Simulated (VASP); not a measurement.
Sn, 2 atoms in the cell. The typed cell holds 2 atoms: a = 4.507 Å, b = 4.507 Å, c = 4.504 Å, α = 97.25°, β = 97.25°, γ = 138.32°. 

```yaml
Program: VASP 6.6.1
Task: single point
Functional: PBE
Potentials_or_basis: VASP PAW PBE potentials, release 64 (Sn_d)
Cutoff: 520 eV
k_mesh: 11 × 11 × 8
Occupations: fermi-dirac, width 0.1 eV
Spin: no spin polarisation
Dipole_correction: no
Further_INCAR_settings: ALGO = Normal; EDIFF = 1e-06; NBANDS = 21
```

Potentials or basis: VASP PAW PBE potentials, release 64 (Sn_d).

Launch:

```console
$ cat potpaw_PBE.64/Sn_d/POTCAR > POTCAR
$ mpirun -np 1 vasp_std > vasp.out
```

Hardware: 1 thread of Intel Xeon 6975P-C, on a shared host.

**Question.** Estimate the wall time of this run.

**Answer.** Wall time 4 min on 1 thread of Intel Xeon 6975P-C (shared host), peak memory 0.39 GiB. Counts: scf iterations 10, k points 270.
